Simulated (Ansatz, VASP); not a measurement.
## One calculation of HfC, two programs

Contents of INCAR:

```
SYSTEM = HfC
PREC = Accurate
ENCUT = 520
EDIFF = 1E-6
ISMEAR = 0
SIGMA = 0.15
LREAL = .FALSE.
LASPH = .TRUE.
NELM = 80
ALGO = Normal
ISIF = 2
LWAVE = .FALSE.
LCHARG = .FALSE.
GGA = PE
NBANDS = 14
```

KPOINTS

```
Automatic mesh
0
G
  18 18 18
  0 0 0
```

POSCAR

```
HfC
1.0
    0.0000000000      2.2552500000      2.2901250000
    2.2552500000      0.0000000000      2.2901250000
    2.2552500000      2.2552500000      0.0000000000
Hf C
1 1
Direct
    0.5000000000      0.5000000000      0.5000000000
    0.0000000000      0.0000000000      0.0000000000
```

Input for Ansatz:

```yaml
crystal:
  lattice:
    - [0.0, 2.25525, 2.290125]
    - [2.25525, 0.0, 2.290125]
    - [2.25525, 2.25525, 0.0]
  atoms:
    - { symbol: Hf, position: [0.5, 0.5, 0.5] }
    - { symbol: C, position: [0.0, 0.0, 0.0] }
basis:
  ecutwfc: 420
kpoints:
  mp_grid: { grid: [18, 18, 18] }
hamiltonian:
  xc: pbe
scf:
  occupations: { method: gaussian, width: 0.15 }
output:
  forces: true
  stress: true
  eigenvalues: true
```

Change from the starting cell: strain -0.030 along x and y, -0.015 along z, atoms carried along.

Alike in both runs: task single point; functional PBE; k mesh 18 × 18 × 18; occupations gaussian, width 0.15 eV; no spin polarisation.

|  | VASP | Ansatz |
| --- | --- | --- |
| version | VASP 6.6.1 | Ansatz 0.2.0 |
| potentials or method | VASP PAW PBE potentials, release 64 (Hf_pv, C), cutoff 520 eV | scalar-relativistic, plane waves, PAW |
| valence electrons in the cell | 14 | 30 |

VASP gave:

```
gap on the k mesh at the Fermi level (eV)                     : none
pressure (GPa)                                                : 20.8
traceless stress, the component that is largest in VASP (GPa) : -5.57
```

**Question.** Estimate Ansatz's values.

**Answer.** gap on the k mesh at the Fermi level (eV): none; pressure (GPa): 21.1; traceless stress, the component that is largest in VASP (GPa): -5.48.

A gap of «none» marks a metal or a gap that the smearing closes. With one functional, cell and mesh, what is left measures potentials, basis and numerics. VASP's potentials hold 14 valence electrons a cell and Ansatz's 30, so a difference there can come from the potentials and not from the codes.

Spin-orbit coupling is off throughout.
